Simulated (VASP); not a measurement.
Write the native input for VASP 6.6.1 that does the following.

```
Task                               : single point
Functional                         : r2SCAN-based global hybrid with 50 % exact exchange
Potentials or basis                : VASP PAW PBE potentials, release 64 (Ga_d, F)
Cutoff                             : 520 eV
k mesh                             : 5 × 5 × 5
Occupations                        : fermi-dirac, width 0.05 eV
Spin                               : no spin polarisation
Dipole correction                  : no
Grid for exact exchange (PRECFOCK) : Normal
Share of exact exchange            : 0.5
Further INCAR settings             : ALGO = Normal; EDIFF = 1e-06; NBANDS = 17
```

Crystal: GaF.

```
Ga F
1.0
     3.16592    0.00000    0.00000
     0.00000    3.16592    0.00000
     0.00000    0.00000    3.16592
Ga F
1 1
Direct
  0.00000 0.00000 0.00000
  0.50000 0.50000 0.50000
```

One way to write it, as run:

POSCAR

```
GaF
1.0
    3.1659200000      0.0000000000      0.0000000000
    0.0000000000      3.1659200000      0.0000000000
    0.0000000000      0.0000000000      3.1659200000
Ga F
1 1
Direct
    0.0000000000      0.0000000000      0.0000000000
    0.5000000000      0.5000000000      0.5000000000
```

INCAR.step1

```
SYSTEM = GaF
PREC = Accurate
ENCUT = 520
EDIFF = 1E-5
ISMEAR = -1
SIGMA = 0.05
LREAL = .FALSE.
LASPH = .TRUE.
NELM = 80
ALGO = Normal
ISIF = 2
LWAVE = .TRUE.
NBANDS = 17
GGA = PE
```

INCAR.step2

```
SYSTEM = GaF
PREC = Accurate
ENCUT = 520
EDIFF = 1E-6
ISMEAR = -1
SIGMA = 0.05
LREAL = .FALSE.
LASPH = .TRUE.
NELM = 80
ALGO = Normal
ISIF = 2
LWAVE = .FALSE.
LCHARG = .TRUE.
METAGGA = R2SCAN
LHFCALC = .TRUE.
AEXX = 0.5
LMIXTAU = .TRUE.
PRECFOCK = Normal
LELF = .TRUE.
LVHAR = .TRUE.
NBANDS = 17
ISTART = 1
```

KPOINTS

```
regular mesh
0
G
  5 5 5
  0 0 0
```

Potentials or basis: VASP PAW PBE potentials, release 64 (Ga_d, F).

Launch:

```bash
$ cat potpaw_PBE.64/Ga_d/POTCAR potpaw_PBE.64/F/POTCAR > POTCAR
$ cp INCAR.step1 INCAR
$ mpirun -np 1 vasp_std > vasp.out
$ cp INCAR.step2 INCAR
$ mpirun -np 1 vasp_std > vasp.out
```

Results of the run:

The pressure is -1.3 GPa and the band gap on the k mesh is 5.03 eV (least direct gap 6.39 eV).

Caveat: the PAW data sets were made with another functional, which shifts forces and pressure a little; an odd mesh through Γ misses points on the zone boundary, where band edges can lie.

Run time: 20 min on 1 thread of Intel Xeon 8259CL (shared host), peak memory 0.16 GiB.
